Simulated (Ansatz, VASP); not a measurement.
## One calculation of Sn5PbS6, two programs

```xyz
12
Lattice="4.1941 0.0000 0.0000 0.0000 4.1941 0.0000 0.0000 0.0000 17.7939" Properties=species:S:1:pos:R:3 pbc="T T T"
Sn    0.0000    0.0000   11.8626
Sn    2.0970    2.0970   14.8283
Sn    2.0970    2.0970    2.9657
Sn    0.0000    0.0000    5.9313
Sn    2.0970    2.0970    8.8970
Pb    0.0000    0.0000    0.0000
S     0.0000    0.0000   14.8283
S     2.0970    2.0970    0.0000
S     0.0000    0.0000    2.9657
S     2.0970    2.0970    5.9313
S     0.0000    0.0000    8.8970
S     2.0970    2.0970   11.8626
```

Alike in both runs: task single point; functional PBE; k mesh 4 × 4 × 1; occupations gaussian, width 0.1 eV; no spin polarisation.

|  | VASP | Ansatz |
| --- | --- | --- |
| version | VASP 6.6.1 | Ansatz 0.2.0 |
| potentials or method | VASP PAW PBE potentials, release 64 (Sn_d, Pb_d, S), cutoff 520 eV | scalar-relativistic, plane waves, PAW |
| valence electrons in the cell | 120 | 120 |

|  | VASP | Ansatz | Ansatz less VASP |
| --- | --- | --- | --- |
| gap on the k mesh at the Fermi level (eV) | 0.54 | 0.54 | -0.001 |
| least direct gap on the mesh (eV) | 0.54 | 0.54 | -0.001 |
| pressure (GPa) | -1.4 | -1.4 | +0.05 |
| traceless stress, the component that is largest in VASP (GPa) | -1.47 | -1.47 | -0.001 |
| rms of the force components (eV/Å) | 0.050 | 0.051 | +0.0002 |

Atom by atom the forces differ by 0.000 eV/Å (rms over components). With one functional, cell and mesh, what is left measures potentials, basis and numerics.

Neither program's run includes spin-orbit coupling.
